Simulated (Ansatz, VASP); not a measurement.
**One calculation of Ti, two programs**

Contents of INCAR:

```
SYSTEM = Ti
  PREC = Accurate
  ENCUT = 520
  EDIFF = 1E-8
  ISMEAR = -1
  SIGMA = 0.05
  LREAL = .FALSE.
  LASPH = .TRUE.
  NELM = 80
  ALGO = Normal
  ISIF = 2
  LWAVE = .FALSE.
  LCHARG = .FALSE.
  GGA = PE
  LEFG = .TRUE.
  NBANDS = 12
```

KPOINTS

```
Automatic mesh
0
G
  14 14 14
  0 0 0
```

POSCAR

```
Ti
1.0
    0.0000000000      1.9889123197      1.9889123197
    1.9889123197      0.0000000000      1.9889123197
    1.9889123197      1.9889123197      0.0000000000
Ti
1
Direct
    0.0000000000      0.0000000000      0.0000000000
```

Input for Ansatz:

```yaml
crystal:
  lattice:
    - [0.0, 1.9889123197, 1.9889123197]
    - [1.9889123197, 0.0, 1.9889123197]
    - [1.9889123197, 1.9889123197, 0.0]
  atoms:
    - { symbol: Ti, position: [0.0, 0.0, 0.0] }
kpoints:
  mp_grid: { grid: [14, 14, 14] }
scf:
  occupations: { method: fermi_dirac, width: 0.05 }
hamiltonian:
  xc: pbe
  pseudopotentials: { kind: paw }
output:
  forces: true
  stress: true
  eigenvalues: true
  efg: { contact_densities: true }
```

Change from the starting cell: volume scaled by 0.9405, PAW files.

Alike in both runs: task electric field gradients; functional PBE; k mesh 14 × 14 × 14; occupations fermi-dirac, width 0.05 eV; no spin polarisation.

|  | VASP | Ansatz |
| --- | --- | --- |
| version | VASP 6.6.1 | Ansatz 0.2.0 |
| potentials or method | VASP PAW PBE potentials, release 64 (Ti_sv) | PAW with Ansatz's default frozen-core files, scalar-relativistic |
| plane-wave cutoff (eV) | 520 | 420 |
| valence electrons in the cell | 12 | 12 |

```tsv
	VASP	Ansatz	Ansatz less VASP
pressure (GPa)	12.3	12.7	+0.44
```

The functional is the same, so the differences come from potentials, cutoffs and numerics.
